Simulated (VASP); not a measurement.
# Pt: single point with revPBE

The system is Pt.

```xyz
1
Lattice="-1.5918 1.5918 1.5918 1.5918 -1.5918 1.5918 1.5918 1.5918 -1.5918" Properties=species:S:1:pos:R:3 pbc="T T T"
Pt    0.0000    0.0000    0.0000
```

This isn't the form of Pt at room conditions, which is fcc.

| Item | Value |
| --- | --- |
| Program | VASP 6.6.1 |
| Task | single point |
| Functional | revPBE |
| Potentials or basis | VASP PAW PBE potentials, release 64 (Pt) |
| Cutoff | 500 eV |
| k mesh | 8 × 8 × 8 |
| Occupations | gaussian, width 0.1 eV |
| Spin | no spin polarisation |
| Dipole correction | no |
| Further INCAR settings | ALGO = Normal; EDIFF = 1e-06; NBANDS = 11 |

```json
{"Pressure": "-0.4 GPa", "Band gap on the k mesh": "zero (bands 5 and 6 overlap by 1.90 eV)"}
```

Levels at points of the mesh, in eV from the Fermi level:
| k point | band 2 | band 3 | band 4 | band 5 | band 6 | band 7 | band 8 | band 9 |
| --- | --- | --- | --- | --- | --- | --- | --- | --- |
| (0.00, 0.00, 0.00) | -3.41 | -3.41 | -3.41 | -1.02 | -1.02 | 17.02 | 17.02 | 17.02 |
| (0.50, 0.00, 0.00) | -4.78 | -1.19 | -0.71 | 0.28 | 0.96 | 6.09 | 13.19 | 15.64 |
| (0.50, 0.50, 0.50) | -5.92 | 0.46 | 0.46 | 0.46 | 7.58 | 7.58 | 7.58 | 12.46 |

Wall time 2.4 s on 1 thread of Intel(R) Xeon(R) 6975P-C (Granite Rapids), with other jobs on the host, peak memory 0.12 GiB.

Caveat: the PAW data sets were made with another functional, which shifts forces and pressure a little; spin-orbit coupling is left out, which moves the levels of the heavy elements.
